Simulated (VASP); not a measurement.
# LiGeBr2 (P-3m1) in VASP: a series of runs

Runs on LiGeBr2. Level: PBE. Tasks: single point, relaxation of cell and atoms.

Everything below comes from runs of VASP 6.6.1. Logs are shortened: lines on timing, memory, paths and dates and some standing lists are left out, and cuts for length are marked.

## (1) The cell of the first run

Symmetry: P-3m1, No. 164, trigonal system. The conventional cell has a = 3.591 Å, b = 3.591 Å, c = 5.029 Å, α = 90.00°, β = 90.00°, γ = 120.00°. Li (site symmetry -3m) has 6 Br at 2.35 Å and 2 Ge at 2.51 Å within 3.1 Å. Within 3.3 Å of Ge (site symmetry -3m) lie 6 Br at 2.51 Å and 2 Li at 2.51 Å. Br (site symmetry 3m) has 3 Li at 2.35 Å and 3 Ge at 2.51 Å and 3 Br at 3.02 Å within 3.1 Å.

## (2) Single point, PBE

INCAR

```
ALGO = Normal ; EDIFF = 1E-7
ENCUT = 520 ; GGA = PE
ISIF = 2 ; ISMEAR = 0
LASPH = T ; LCHARG = F
LREAL = F ; LWAVE = F
NBANDS = 24 ; NELM = 80
PREC = Accurate ; SIGMA = 0.1
```

KPOINTS

```
k-points
0
Gamma
  6 6 4
```

POSCAR

```
LiGeBr2
1.0
    3.5909089600      0.0000000000      0.0000000000
   -1.7954544800      3.1098183800      0.0000000000
    0.0000000000      0.0000000000      5.0287863700
Li Ge Br
1 1 2
Direct
    0.0000000000      0.0000000000      0.5000000000
    0.0000000000      0.0000000000      0.0000000000
    0.6666666700      0.3333333300      0.2812593500
    0.3333333300      0.6666666700      0.7187406500
```

Potentials or basis: VASP PAW PBE potentials, release 64 (Li_sv, Ge_d, Br).

On the command line:

```bash
$ cat potpaw_PBE.64/Li_sv/POTCAR potpaw_PBE.64/Ge_d/POTCAR potpaw_PBE.64/Br/POTCAR > POTCAR
$ mpirun -np 1 vasp_std > vasp.out
```

OUTCAR:

```text
EDIFF = 1E-7
   ENCUT = 520
   GGA = PE
   ISIF = 2
   ISMEAR = 0
   LASPH = T
   LREAL = F
   NELM = 80
   PREC = Accurate

 ion  position               nearest neighbor table
   1  0.000  0.000  0.500-   3 2.35   4 2.35   4 2.35   3 2.35   3 2.35   4 2.35   2 2.51   2 2.51

   2  0.000  0.000  0.000-   3 2.51   4 2.51   4 2.51   3 2.51   3 2.51   4 2.51   1 2.51   1 2.51

   3  0.667  0.333  0.281-   1 2.35   1 2.35   1 2.35   2 2.51   2 2.51   2 2.51
   4  0.333  0.667  0.719-   1 2.35   1 2.35   1 2.35   2 2.51   2 2.51   2 2.51

  LATTYP: Found a hexagonal cell.
 ALAT       =     3.5909089600
 C/A-ratio  =     1.4004215718

  Lattice vectors:

 A1 = (   3.5909089600,   0.0000000000,   0.0000000000)
 A2 = (  -1.7954544800,   3.1098183800,   0.0000000000)
 A3 = (   0.0000000000,   0.0000000000,   5.0287863700)

Analysis of symmetry for initial positions (statically):
=====================================================================
 Subroutine PRICEL returns:
 Original cell was already a primitive cell.

 Routine SETGRP: Setting up the symmetry group for a
 hexagonal supercell.

 Subroutine GETGRP returns: Found 12 space group operations
 (whereof 12 operations were pure point group operations)
 out of a pool of 24 trial point group operations.

The static configuration has the point symmetry D_3d.

Analysis of symmetry for dynamics (positions and initial velocities):
=====================================================================
 Subroutine PRICEL returns:
 Original cell was already a primitive cell.

 Routine SETGRP: Setting up the symmetry group for a
 hexagonal supercell.

 Subroutine GETGRP returns: Found 12 space group operations
 (whereof 12 operations were pure point group operations)
 out of a pool of 24 trial point group operations.

The dynamic configuration has the point symmetry D_3d.

 Subroutine INISYM returns: Found 12 space group operations
 (whereof 12 operations are pure point group operations),
 and found     1 'primitive' translations

----------------------------------------------------------------------------------------

[... 89 lines left out ...]
   ISPIN  =      1    spin polarized calculation?
   LNONCOLLINEAR =      F non collinear calculations
   LSORBIT =      F    spin-orbit coupling
   LASPH  =      T    aspherical Exc in radial PAW
   ENCUT  =  520.0 eV  38.22 Ry    6.18 a.u.   6.68  6.68  9.35*2*pi/ulx,y,z
   NELM   =     80;   NELMIN=  2; NELMDL= -5     # of ELM steps
   EDIFF  = 0.1E-06   stopping-criterion for ELM
   LREAL  =      F    real-space projection
   EDIFFG = 0.1E-05   stopping-criterion for IOM
   NSW    =      0    number of steps for IOM
   IBRION =     -1    ionic relax: 0-MD 1-quasi-New 2-CG
   NFREE  =      0    steps in history (QN), initial steepest desc. (CG)
   ISIF   =      2    stress and relaxation
   ISYM   =      2    0-nonsym 1-usesym 2-fastsym
   POTIM  = 0.5000    time-step for ionic-motion
   TEBEG  =    0.0;   TEEND  =   0.0 temperature during run
   PSTRESS=    0.0 pullay stress
   NELECT =      31.0000    total number of electrons
   NUPDOWN=      -1.0000    fix difference up-down
   EMIN   =  10.00;   EMAX   =-10.00  energy-range for DOS
   EFERMI =   0.00;   METHOD = LEGACY
   ISMEAR =     0;   SIGMA  =   0.10  broadening in eV -4-tet -1-fermi 0-gaus
   EFERMI_NEDOS =   21; number of points for ismear=-14 and -15
   IALGO  =     38    algorithm
   IMIX   =      4    mixing-type and parameters
     AMIX     =   0.40;   BMIX     =  1.00
     AMIX_MAG =   1.60;   BMIX_MAG =  1.00
  volume/ion in A,a.u.               =      14.04        94.74
  Fermi-wavevector in a.u.,A,eV,Ry     =   1.342954  2.537815 24.538460  1.803526
  Thomas-Fermi vector in A             =   2.471067
   LORBIT       =      0    0 simple, 1 ext, 2 COOP (PROOUT), +10 PAW based schemes
   GGA     = PE    functional components
   LHFCALC =     F    Hartree Fock is set to
   AEXX    =    0.0000 exact exchange contribution
   IVDW    =     0    specifies the selected vdW correction
   LEPSILON=     F    determine dielectric tensor
   LRPA    =     F    only Hartree local field effects (RPA)
 non-spin polarized calculation
 Gauss-broadening in eV      SIGMA  =   0.10
  energy-cutoff  :      520.00
  volume of cell :       56.16
 maximum number of plane-waves:      1531
 NGX is ok and might be reduce to    28
   NGX = 13   NGY = 13   NGZ = 19

 number of electron      30.9999979 magnetization

 Free energy of the ion-electron system (eV)
  ---------------------------------------------------
  ext. energy  EPLUGINS =         0.00000000
  ---------------------------------------------------
  free energy    TOTEN  =        -6.58830652 eV

  energy without entropy =       -6.57064745  energy(sigma->0) =       -6.57947698

 E-fermi :  10.5657     XC(G=0): -11.3965

 val. band max:       10.5444719027   @ k =   0.0000   0.3333   0.2500
 cond. band min:      10.5790067246   @ k =  -0.1667   0.5000   0.2500
 fundamental gap:      0.0345348219
 Fermi energy:        10.5657264053

 k-point     1 :       0.0000    0.0000    0.0000
  band No.  band energies     occupation
      1     -38.0949      2.00000
      2     -15.9863      2.00000
      3     -15.9863      2.00000
      4     -15.9004      2.00000
      5     -15.9004      2.00000
      6     -15.8808      2.00000
[... 637 lines left out ...]
     23      17.4813      0.00000
     24      17.4813      0.00000

------------------------ aborting loop because EDIFF is reached ----------------------------------------

  FORCE on cell =-STRESS in cart. coord.  units (eV):
  Direction    XX          YY          ZZ          XY          YZ          ZX
  --------------------------------------------------------------------------------------
  -------------------------------------------------------------------------------------
  Total       21.1695584     21.1695583     20.4517430     -0.0000000      0.0000000      0.0000000
  in kB      603.9761270    603.9761262    583.4965624     -0.0000000      0.0000000      0.0000000
  external PRESSURE =     597.1496052 kB  Pullay stress =       0.0000000 kB

 VOLUME and BASIS-vectors are now :
 -----------------------------------------------------------------------------
  energy-cutoff  :      520.00
  volume of cell :       56.16
      direct lattice vectors                 reciprocal lattice vectors
     3.590908960  0.000000000  0.000000000     0.278481023  0.160781094  0.000000000
    -1.795454480  3.109818380  0.000000000     0.000000000  0.321562187  0.000000000
     0.000000000  0.000000000  5.028786370     0.000000000  0.000000000  0.198855136

 POSITION                                       TOTAL-FORCE (eV/Angst)
 -----------------------------------------------------------------------------------
      0.00000      0.00000      2.51439        -0.000000      0.000000      0.000000
      0.00000      0.00000      0.00000        -0.000000      0.000000      0.000000
      1.79545      1.03661      1.41439         0.000000     -0.000000      0.247950
     -0.00000      2.07321      3.61439        -0.000000      0.000000     -0.247950
 -----------------------------------------------------------------------------------
    total drift:                               -0.000000     -0.000000     -0.000000

  FREE ENERGIE OF THE ION-ELECTRON SYSTEM (eV)
  ---------------------------------------------------
  free  energy   TOTEN  =        -6.5883065234 eV

  energy  without entropy=       -6.5706474451  energy(sigma->0) =       -6.57947698
```

stdout:

```text
POSCAR found type information on POSCAR LiGeBr
 POSCAR found :  3 types and       4 ions
 scaLAPACK will be used
 LDA part: xc-table for (Slater+PW92), standard interpolation
 POSCAR, INCAR and KPOINTS ok, starting setup
 FFT: planning ... GRIDC
 FFT: planning ... GRID_SOFT
 FFT: planning ... GRID
 WAVECAR not read
 entering main loop
```

It took 51 s on 1 thread of Intel Xeon 8259CL, shared host; peak memory 0.19 GiB.

Results:

```
Free energy            : -6.5883 eV
Largest force          : 0.248 eV/Å
Band gap on the k mesh : zero (an odd number of electrons rules out a gap without spin polarisation)
```

Forces on the atoms (eV/Å):
```
Li   0.000  0.000  0.000
Ge   0.000  0.000  0.000
Br   0.000  0.000  0.248
Br   0.000  0.000 -0.248
```

Caveat: the cutoff is under 1.25 times the usual one of these potentials, so pressure, stress and relaxed cells hold a basis-set (Pulay) error; an odd number of electrons without spin polarisation forces a metal; a magnetic or distorted state may lie lower.

[end of part 1 of 2]
